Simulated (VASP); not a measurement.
# FeO (P-6m2) in VASP: single point with LDA+U

Aim: the single point of FeO with LDA+U.

Program: VASP 6.6.1. These are calculated values, not measurements. Logs are shortened: lines on timing, memory, paths and dates and some standing lists are left out, and cuts for length are marked.

## Step 1: The cell of the first run

It takes space group P-6m2 (No. 187, hexagonal). Conventional cell: a = 2.903 Å, b = 2.903 Å, c = 2.833 Å, α = 90.00°, β = 90.00°, γ = 120.00°. Within 3.0 Å of Fe (site symmetry -6m2) lie 6 O at 2.19 Å and 8 Fe at 2.83 to 2.90 Å. O (site symmetry -6m2) has 6 Fe at 2.19 Å and 8 O at 2.83 to 2.90 Å within 3.0 Å.

## Step 2: Single point, LDA+U, collinear spin, ferromagnetic start

Input file INCAR:

```
SYSTEM = FeO
PREC = Accurate ; ENCUT = 520
EDIFF = 1E-6 ; ISMEAR = 0
SIGMA = 0.05 ; LREAL = .FALSE.
LASPH = .TRUE. ; NELM = 150
ALGO = Normal ; ISIF = 2
LWAVE = .FALSE. ; LCHARG = .FALSE.
ISPIN = 2 ; MAGMOM = 4 4 0 0
LORBIT = 11 ; LMAXMIX = 4
LDAU = .TRUE. ; LDAUTYPE = 2
LDAUL = 2 -1 ; LDAUU = 1 0
LDAUJ = 0 0 ; LDAUPRINT = 1
NBANDS = 26
```

Input file KPOINTS:

```
Automatic mesh
0
G
  7 7 7
  0 0 0
```

Input file POSCAR:

```
FeO
1.0
    2.9029055100      0.0000000000      0.0000000000
   -2.9029055000      5.0279798400      0.0000000000
    0.0000000000      0.0000000000      2.8330919500
Fe O
2 2
Direct
    0.0000000000      0.0000000000      0.0000000000
    0.0000000000      0.5000000000      0.0000000000
    0.6666666667      0.1666666667      0.5000000000
    0.6666666667      0.6666666667      0.5000000000
```

Potentials or basis: VASP PAW LDA potentials, release 64 (Fe, O).

The run is started by

```
$ cat potpaw_LDA.64/Fe/POTCAR potpaw_LDA.64/O/POTCAR > POTCAR
$ mpirun -np 1 vasp_std > vasp.out
```

OUTCAR:

```text
SYSTEM = FeO
   PREC = Accurate
   ENCUT = 520
   EDIFF = 1E-6
   ISMEAR = 0
   LREAL = .FALSE.
   LASPH = .TRUE.
   NELM = 150
   ISIF = 2
   ISPIN = 2
   LORBIT = 11

 ion  position               nearest neighbor table
   1  0.000  0.000  0.000-   3 2.19   3 2.19   3 2.19   3 2.19   4 2.19   4 2.19   2 2.90   2 2.90
                             2 2.90   2 2.90
   2  0.000  0.500  0.000-   4 2.19   4 2.19   4 2.19   4 2.19   3 2.19   3 2.19   1 2.90   1 2.90
                             1 2.90   1 2.90
   3  0.667  0.167  0.500-   1 2.19   1 2.19   1 2.19   1 2.19   2 2.19   2 2.19
   4  0.667  0.667  0.500-   2 2.19   2 2.19   2 2.19   2 2.19   1 2.19   1 2.19

  LATTYP: Found a simple orthorhombic cell.
 ALAT       =     2.8330919500
 B/A-ratio  =     1.0246421794
 C/A-ratio  =     1.7747323168

  Lattice vectors:

 A1 = (   0.0000000000,   0.0000000000,   2.8330919500)
 A2 = (   2.9029055100,   0.0000000000,   0.0000000000)
 A3 = (   0.0000000100,   5.0279798400,   0.0000000000)

Analysis of symmetry for initial positions (statically):
=====================================================================
 Subroutine PRICEL returns following result:

  LATTYP: Found a hexagonal cell.
 ALAT       =     2.9029055100
 C/A-ratio  =     0.9759504539
[... 12 lines left out ...]
 Subroutine GETGRP returns: Found  4 space group operations
 (whereof  4 operations were pure point group operations)
 out of a pool of  8 trial point group operations.

The static configuration has the point symmetry C_2v.

Analysis of symmetry for dynamics (positions and initial velocities):
=====================================================================
 Subroutine PRICEL returns following result:

  LATTYP: Found a hexagonal cell.
 ALAT       =     2.9029055100
 C/A-ratio  =     0.9759504539
[... 12 lines left out ...]
 Subroutine GETGRP returns: Found  4 space group operations
 (whereof  4 operations were pure point group operations)
 out of a pool of  8 trial point group operations.

The dynamic configuration has the point symmetry C_2v.

Analysis of structural, dynamic, and magnetic symmetry:
=====================================================================
 Subroutine PRICEL returns following result:

  LATTYP: Found a hexagonal cell.
 ALAT       =     2.9029055100
 C/A-ratio  =     0.9759504539
[... 12 lines left out ...]
 Subroutine GETGRP returns: Found  4 space group operations
 (whereof  4 operations were pure point group operations)
 out of a pool of  8 trial point group operations.

The overall configuration has the point symmetry C_2v.

 Subroutine INISYM returns: Found  4 space group operations
 (whereof  4 operations are pure point group operations),
 and found     2 'primitive' translations

----------------------------------------------------------------------------------------

                                     Primitive cell

  volume of cell :      20.6756

  direct lattice vectors                    reciprocal lattice vectors
     2.902905510  0.000000000  0.000000000     0.344482449  0.198887034  0.000000000
    -1.451452750  2.513989920  0.000000000     0.000000000  0.397774069  0.000000000
[... 143 lines left out ...]
 -0.0000  0.1478  0.0000  0.0000  0.0000
 -0.0000  0.0000  0.3524  0.0000 -0.0001
 -0.0000  0.0000  0.0000  0.1475 -0.0000
 -0.0000  0.0000 -0.0001 -0.0000  0.3040

 occupancies and eigenvectors

  o =  0.1475  v =  0.0000  0.0000  0.0000  0.0000  0.0000  0.0000 -0.0000 -0.0000  1.0000  0.0000      0.0000  0.0000  0.0000  0.0000  0.0000  0.0000  0.0000  0.0000  0.0000  0.0000
  o =  0.1478  v =  0.0000  0.0000  0.0000  0.0000  0.0000 -0.0000 -1.0000 -0.0000 -0.0000 -0.0000      0.0000  0.0000  0.0000  0.0000  0.0000  0.0000  0.0000  0.0000  0.0000  0.0000
  o =  0.3019  v =  0.0000  0.0000  0.0000  0.0000  0.0000 -1.0000  0.0000 -0.0000  0.0000 -0.0000      0.0000  0.0000  0.0000  0.0000  0.0000  0.0000  0.0000  0.0000  0.0000  0.0000
  o =  0.3040  v =  0.0000  0.0000  0.0000  0.0000  0.0000 -0.0000 -0.0000  0.0015 -0.0000  1.0000      0.0000  0.0000  0.0000  0.0000  0.0000  0.0000  0.0000  0.0000  0.0000  0.0000
  o =  0.3524  v =  0.0000  0.0000  0.0000  0.0000  0.0000  0.0000  0.0000 -1.0000 -0.0000  0.0015      0.0000  0.0000  0.0000  0.0000  0.0000  0.0000  0.0000  0.0000  0.0000  0.0000
  o =  0.9504  v =  0.0000  0.0000  1.0000 -0.0000 -0.0020  0.0000  0.0000  0.0000  0.0000  0.0000      0.0000  0.0000  0.0000  0.0000  0.0000  0.0000  0.0000  0.0000  0.0000  0.0000
  o =  0.9522  v = -0.0000 -0.0000 -0.0020  0.0000 -1.0000  0.0000  0.0000  0.0000  0.0000  0.0000      0.0000  0.0000  0.0000  0.0000  0.0000  0.0000  0.0000  0.0000  0.0000  0.0000
  o =  0.9523  v =  1.0000 -0.0000 -0.0000 -0.0000 -0.0000  0.0000  0.0000  0.0000  0.0000  0.0000      0.0000  0.0000  0.0000  0.0000  0.0000  0.0000  0.0000  0.0000  0.0000  0.0000
  o =  0.9834  v =  0.0000  1.0000 -0.0000 -0.0002  0.0000  0.0000  0.0000  0.0000  0.0000  0.0000      0.0000  0.0000  0.0000  0.0000  0.0000  0.0000  0.0000  0.0000  0.0000  0.0000
  o =  0.9834  v =  0.0000  0.0002  0.0000  1.0000  0.0000  0.0000  0.0000  0.0000  0.0000  0.0000      0.0000  0.0000  0.0000  0.0000  0.0000  0.0000  0.0000  0.0000  0.0000  0.0000

atom =   2  type =  1  l = 2

 onsite density matrix

spin component  1

  0.9523  0.0000 -0.0000  0.0000  0.0000
  0.0000  0.9834 -0.0000  0.0000  0.0000
 -0.0000 -0.0000  0.9504  0.0000  0.0000
  0.0000  0.0000  0.0000  0.9834 -0.0000
  0.0000  0.0000  0.0000 -0.0000  0.9522

spin component  2

  0.3019 -0.0000 -0.0000 -0.0000 -0.0000
 -0.0000  0.1478  0.0000  0.0000  0.0000
 -0.0000  0.0000  0.3524 -0.0000 -0.0001
 -0.0000  0.0000 -0.0000  0.1475 -0.0000
 -0.0000  0.0000 -0.0001 -0.0000  0.3040

 occupancies and eigenvectors

  o =  0.1475  v =  0.0000  0.0000  0.0000  0.0000  0.0000  0.0000 -0.0000  0.0000  1.0000  0.0000      0.0000  0.0000  0.0000  0.0000  0.0000  0.0000  0.0000  0.0000  0.0000  0.0000
  o =  0.1478  v =  0.0000  0.0000  0.0000  0.0000  0.0000 -0.0000 -1.0000 -0.0000 -0.0000 -0.0000      0.0000  0.0000  0.0000  0.0000  0.0000  0.0000  0.0000  0.0000  0.0000  0.0000
  o =  0.3019  v =  0.0000  0.0000  0.0000  0.0000  0.0000 -1.0000  0.0000 -0.0000  0.0000 -0.0000      0.0000  0.0000  0.0000  0.0000  0.0000  0.0000  0.0000  0.0000  0.0000  0.0000
  o =  0.3040  v =  0.0000  0.0000  0.0000  0.0000  0.0000 -0.0000 -0.0000  0.0015 -0.0000  1.0000      0.0000  0.0000  0.0000  0.0000  0.0000  0.0000  0.0000  0.0000  0.0000  0.0000
  o =  0.3524  v =  0.0000  0.0000  0.0000  0.0000  0.0000  0.0000 -0.0000 -1.0000  0.0000  0.0015      0.0000  0.0000  0.0000  0.0000  0.0000  0.0000  0.0000  0.0000  0.0000  0.0000
  o =  0.9504  v =  0.0000  0.0000  1.0000 -0.0000 -0.0020  0.0000  0.0000  0.0000  0.0000  0.0000      0.0000  0.0000  0.0000  0.0000  0.0000  0.0000  0.0000  0.0000  0.0000  0.0000
  o =  0.9522  v =  0.0000  0.0000  0.0020  0.0000  1.0000  0.0000  0.0000  0.0000  0.0000  0.0000      0.0000  0.0000  0.0000  0.0000  0.0000  0.0000  0.0000  0.0000  0.0000  0.0000
  o =  0.9523  v =  1.0000 -0.0000 -0.0000 -0.0000 -0.0000  0.0000  0.0000  0.0000  0.0000  0.0000      0.0000  0.0000  0.0000  0.0000  0.0000  0.0000  0.0000  0.0000  0.0000  0.0000
  o =  0.9834  v =  0.0000  1.0000 -0.0000 -0.0002 -0.0000  0.0000  0.0000  0.0000  0.0000  0.0000      0.0000  0.0000  0.0000  0.0000  0.0000  0.0000  0.0000  0.0000  0.0000  0.0000
  o =  0.9834  v = -0.0000 -0.0002 -0.0000 -1.0000  0.0000  0.0000  0.0000  0.0000  0.0000  0.0000      0.0000  0.0000  0.0000  0.0000  0.0000  0.0000  0.0000  0.0000  0.0000  0.0000

 number of electron      28.0000008 magnetization       7.9986821

 Free energy of the ion-electron system (eV)
  ---------------------------------------------------
  ext. energy  EPLUGINS =         0.00000000
  ---------------------------------------------------
  free energy    TOTEN  =       -31.63895021 eV

  energy without entropy =      -31.63864572  energy(sigma->0) =      -31.63879796

 E-fermi :   4.8783     XC(G=0): -12.4760

 val. band max:        4.8482387837   @ k =   0.0000   0.0000   0.4286
 cond. band min:       4.9003417170   @ k =   0.0000   0.1429   0.4286
 fundamental gap:      0.0521029334
 Fermi energy:         4.8783369066

 spin component 1

 k-point     1 :       0.0000    0.0000    0.0000
  band No.  band energies     occupation
      1     -14.6738      1.00000
      2     -13.5796      1.00000
      3      -2.7616      1.00000
      4      -0.4937      1.00000
      5      -0.0952      1.00000
      6      -0.0941      1.00000
[... 1385 lines left out ...]
     25      20.4792      0.00000
     26      21.0351      0.00000

 [... further k-points ...]

------------------------ aborting loop because EDIFF is reached ----------------------------------------

  FORCE on cell =-STRESS in cart. coord.  units (eV):
  Direction    XX          YY          ZZ          XY          YZ          ZX
  --------------------------------------------------------------------------------------
  -------------------------------------------------------------------------------------
  Total       -5.6456385     -5.6290263     -7.8359676     -0.0000000      0.0000000      0.0000000
  in kB     -218.7442031   -218.1005527   -303.6100328     -0.0000004      0.0000000      0.0000000
  external PRESSURE =    -246.8182629 kB  Pullay stress =       0.0000000 kB

 VOLUME and BASIS-vectors are now :
 -----------------------------------------------------------------------------
  energy-cutoff  :      520.00
  volume of cell :       41.35
      direct lattice vectors                 reciprocal lattice vectors
     2.902905510  0.000000000  0.000000000     0.344482449  0.198887034  0.000000000
    -2.902905500  5.027979840  0.000000000     0.000000000  0.198887035  0.000000000
     0.000000000  0.000000000  2.833091950     0.000000000  0.000000000  0.352971248

 POSITION                                       TOTAL-FORCE (eV/Angst)
 -----------------------------------------------------------------------------------
      0.00000      0.00000      0.00000        -0.000000     -0.001389      0.000000
     -1.45145      2.51399      0.00000        -0.000000     -0.001389      0.000000
      1.45145      0.83800      1.41655         0.000000      0.001389      0.000000
      0.00000      3.35199      1.41655         0.000000      0.001389      0.000000
 -----------------------------------------------------------------------------------
    total drift:                               -0.000000      0.000000     -0.000000

  FREE ENERGIE OF THE ION-ELECTRON SYSTEM (eV)
  ---------------------------------------------------
  free  energy   TOTEN  =       -31.6389502085 eV

  energy  without entropy=      -31.6386457187  energy(sigma->0) =      -31.63879796

 total charge

# of ion       s       p       d       tot
------------------------------------------
    1        0.296   0.368   6.054   6.718
    2        0.296   0.368   6.054   6.718
    3        1.546   3.373   0.000   4.919
    4        1.546   3.373   0.000   4.919
--------------------------------------------------
tot          3.684   7.482  12.108  23.274

 magnetization (x)

# of ion       s       p       d       tot
------------------------------------------
    1        0.009   0.007   3.568   3.585
    2        0.009   0.007   3.568   3.585
    3        0.026   0.314   0.000   0.340
    4        0.026   0.314   0.000   0.340
--------------------------------------------------
tot          0.072   0.642   7.136   7.850
```

Wall time 1.7 min (1 thread of Intel Xeon Platinum 8259CL at 2.50GHz (Skylake/Cascade Lake), shared host); peak memory 0.23 GiB.

Results:

| Quantity | Value |
| --- | --- |
| Free energy | -31.6390 eV |
| Pressure | -24.7 GPa |
| Band gap on the k mesh | zero (filled and empty bands overlap) |
| Net moment | 8.00 μB per cell |
| Site moments | Fe +3.58; O +0.34 μB |
| Valence electrons inside the program's atomic spheres | Fe 6.72; O 4.92 |

Eigenvalues of the final occupation matrices:
```tsv
site	spin	trace	eigenvalues
site 1 d	1	4.82	0.95 0.95 0.95 0.98 0.98
site 1 d	2	1.25	0.15 0.15 0.30 0.30 0.35
site 2 d	1	4.82	0.95 0.95 0.95 0.98 0.98
site 2 d	2	1.25	0.15 0.15 0.30 0.30 0.35
```

Caveat: the cell stands under tension; only a ferromagnetic start was run, and an antiferromagnetic order may lie lower in energy. The state reached can hang on the start; a lower one may exist.
